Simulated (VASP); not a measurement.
Here is a VASP 6.6.1 calculation.

INCAR

```
SYSTEM = GaN
PREC = Accurate
ENCUT = 520
EDIFF = 1E-8
ISMEAR = -1
SIGMA = 0.02
LREAL = .False.
LASPH = .True.
NELM = 100
ALGO = Normal
ISIF = 2
LWAVE = .False.
LCHARG = .False.
GGA = PS
LEFG = .True.
NBANDS = 16
```

Contents of KPOINTS:

```
Automatic mesh
0
Gamma
  13 13 13
  0 0 0
```

Contents of POSCAR:

```
GaN
1.0
    0.0000000000      2.0122290058      2.0122290058
    2.0122290058      0.0000000000      2.0122290058
    2.0122290058      2.0122290058      0.0000000000
Ga N
1 1
Direct
    0.5000000000      0.5000000000      0.5000000000
    0.0000000000      0.0000000000      0.0000000000
```

Potentials or basis: VASP PAW PBE potentials, release 64 (Ga_d, N).

Launch:

```bash
$ cat potpaw_PBE.64/Ga_d/POTCAR potpaw_PBE.64/N/POTCAR > POTCAR
$ mpirun -np 1 vasp_std > vasp.out
```

Task: Predict the band gap on the k mesh.

Result: 1.61 eV, indirect (least direct gap 4.77 eV).

Task: What does it give for the pressure?

Result: 46.2 GPa.

Caveat: without QUAD_EFG the Cq values of the log hold for a quadrupole moment of 1 mb, not for the nuclei; the PAW data sets were made with another functional, which shifts forces and pressure a little. A k mesh can miss the band edges.
